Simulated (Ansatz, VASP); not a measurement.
## Mg2CdN2: VASP beside Ansatz

INCAR

```
PREC     = Accurate       # precision mode
ENCUT    = 520            # plane-wave cutoff, eV
EDIFF    = 1E-6           # SCF threshold, eV
ISMEAR   = 0              # smearing method
SIGMA    = 0.03           # smearing width, eV
LREAL    = F              # projectors in reciprocal space
LASPH    = T              # aspherical terms in the spheres
NELM     = 80             # most SCF steps
ALGO     = Normal         # electronic algorithm
ISIF     = 2              # what is computed and relaxed
LWAVE    = F              # write WAVECAR
LCHARG   = T              # write CHGCAR
GGA      = CA             # functional
LELF     = T              # ELF
LVHAR    = T            
NBANDS   = 21             # bands
```

File KPOINTS:

```
Automatic mesh
0
Gamma
  12 12 6
```

The input POSCAR:

```
Mg2CdN2
1.0
    3.5528825911      0.0000000000      0.0000000000
   -1.7764412955      3.0768865806      0.0000000000
    0.0000000000      0.0000000000      5.9838310064
Mg Cd N
2 1 2
Direct
    0.6666666667      0.3333333333      0.1534420000
    0.3333333333      0.6666666667      0.8465580000
    0.0000000000      0.0000000000      0.5000000000
    0.6666666667      0.3333333333      0.7722310000
    0.3333333333      0.6666666667      0.2277690000
```

Input for Ansatz:

```yaml
crystal:
  lattice:
    - [3.5528825911, 0.0, 0.0]
    - [-1.7764412955, 3.0768865806, 0.0]
    - [0.0, 0.0, 5.9838310064]
  atoms:
    - { symbol: Mg, position: [0.6666666667, 0.3333333333, 0.153442] }
    - { symbol: Mg, position: [0.3333333333, 0.6666666667, 0.846558] }
    - { symbol: Cd, position: [0.0, 0.0, 0.5] }
    - { symbol: "N", position: [0.6666666667, 0.3333333333, 0.772231] }
    - { symbol: "N", position: [0.3333333333, 0.6666666667, 0.227769] }
basis:
  ecutwfc: 420
kpoints:
  mp_grid: { grid: [12, 12, 6] }
hamiltonian:
  xc: lda
scf:
  occupations: { method: gaussian, width: 0.03 }
output:
  forces: true
  stress: true
  eigenvalues: true
```

Alike in both runs: task single point; functional LDA; k mesh 12 × 12 × 6; occupations gaussian, width 0.03 eV; no spin polarisation.

|  | VASP | Ansatz |
| --- | --- | --- |
| version | VASP 6.6.1 | Ansatz 0.2.0 |
| potentials or method | VASP PAW LDA potentials, release 64 (Mg, Cd, N), cutoff 520 eV | scalar-relativistic, plane waves, PAW |
| valence electrons in the cell | 26 | 50 |

VASP gave:

```
gap on the k mesh at the Fermi level (eV)                     : 0.34
least direct gap on the mesh (eV)                             : 0.71
pressure (GPa)                                                : -8.6
traceless stress, the component that is largest in VASP (GPa) : -0.18
rms of the force components (eV/Å)                            : 0.033
```

Question: What did Ansatz give for the same quantities?

Answer: gap on the k mesh at the Fermi level (eV): 0.33; least direct gap on the mesh (eV): 0.69; pressure (GPa): -8.1; traceless stress, the component that is largest in VASP (GPa): -0.02; rms of the force components (eV/Å): 0.050.

LDA's correlation is that of Perdew and Zunger in VASP and of Perdew and Wang (1992) in Ansatz. Atom by atom the forces differ by 0.023 eV/Å (rms over components). VASP's potentials hold 26 valence electrons a cell and Ansatz's 50, so a difference there can come from the potentials and not from the codes.
